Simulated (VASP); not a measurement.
# TiO2: single point with r2SCAN

Crystal: TiO2.

```
Ti O
1.0
     4.56565    0.00000    0.00000
     0.00000    4.56565    0.00000
     0.00000    0.00000    2.94447
Ti O
2 4
Cartesian
  0.0000 0.0000 0.0000
  2.2828 2.2828 1.4722
  1.3882 1.3882 0.0000
  0.8946 3.6710 1.4722
  3.1775 3.1775 0.0000
  3.6710 0.8946 1.4722
```

| Property | Result |
| --- | --- |
| Program | VASP 6.6.1 |
| Task | single point |
| Functional | r2SCAN |
| Potentials or basis | VASP PAW PBE potentials, release 64 (Ti_sv, O) |
| Cutoff | 520 eV |
| k mesh | 4 × 4 × 6 |
| Occupations | gaussian, width 0.01 eV |
| Spin | no spin polarisation |

```
Pressure               : 5.3 GPa
Largest force          : 0.031 eV/Å
Band gap on the k mesh : 2.25 eV
```

Forces in eV/Å, atoms in the order of the input:
```
Ti   0.000  0.000  0.000
Ti   0.000  0.000  0.000
O   -0.022 -0.022  0.000
O    0.022 -0.022  0.000
O    0.022  0.022  0.000
O   -0.022  0.022  0.000
```

Stress tensor (GPa, compression positive):
```
5.12 0.00 0.00
0.00 5.12 0.00
0.00 0.00 5.80
```

Levels at points of the mesh, in eV from the valence-band top:
```csv
k point,band 21,band 22,band 23,band 24,band 25,band 26,band 27,band 28
"(0.00, 0.00, 0.00)",-0.78,-0.51,-0.51,0.00,2.25,2.57,2.80,2.91
"(0.50, 0.00, 0.00)",-1.75,-1.75,-0.79,-0.79,2.95,2.95,3.47,3.47
"(0.50, 0.50, 0.00)",-1.42,-1.42,-1.15,-1.15,2.28,2.28,2.94,2.94
"(0.00, 0.00, 0.50)",-2.50,-2.50,-1.50,-1.50,3.40,3.40,3.63,3.63
"(0.50, 0.00, 0.50)",-2.11,-2.11,-1.13,-1.13,2.32,2.32,3.66,3.66
"(0.50, 0.50, 0.50)",-1.37,-1.37,-0.72,-0.72,3.02,3.02,3.64,3.64
```

Run time: 3.8 min on 1 thread of Intel Xeon 8259CL, with other jobs on the host, peak memory 0.19 GiB.

Caveat: the cell stands under pressure; the PAW data sets were made with another functional, which shifts forces and pressure a little. r2SCAN opens gaps a little over a GGA but as a rule still falls short of measured ones.
